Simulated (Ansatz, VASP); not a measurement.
SnSe in VASP and in Ansatz

```
Sn Se
1.0
     0.00000    2.94665    2.94665
     2.94665    0.00000    2.94665
     2.94665    2.94665    0.00000
Sn Se
1 1
Direct
  0.97900 0.00000 0.00000
  0.50000 0.50000 0.50000
```

Change from the starting cell: all Sn atoms moved +0.087 Å, as atom 1 towards its neighbour atom 1 (Sn) at 4.167 Å.

Alike in both runs: task single point; functional LDA; k mesh 8 × 8 × 8; occupations gaussian, width 0.05 eV; no spin polarisation.

|  | VASP | Ansatz |
| --- | --- | --- |
| version | VASP 6.6.1 | Ansatz 0.2.0 |
| potentials or method | VASP PAW LDA potentials, release 64 (Sn_d, Se), cutoff 520 eV | scalar-relativistic, plane waves, PAW |
| valence electrons in the cell | 20 | 30 |

```csv
,VASP,Ansatz,Ansatz less VASP
gap on the k mesh at the Fermi level (eV),0.77,0.77,-0.002
least direct gap on the mesh (eV),0.89,0.87,-0.021
pressure (GPa),0.3,0.1,-0.14
"traceless stress, the component that is largest in VASP (GPa)",-0.09,-0.09,+0.001
rms of the force components (eV/Å),0.028,0.025,-0.0030
```

LDA's correlation is that of Perdew and Zunger in VASP and of Perdew and Wang (1992) in Ansatz. Atom by atom the forces differ by 0.003 eV/Å (rms over components). VASP's potentials hold 20 valence electrons a cell and Ansatz's 30, so a difference there can come from the potentials and not from the codes.
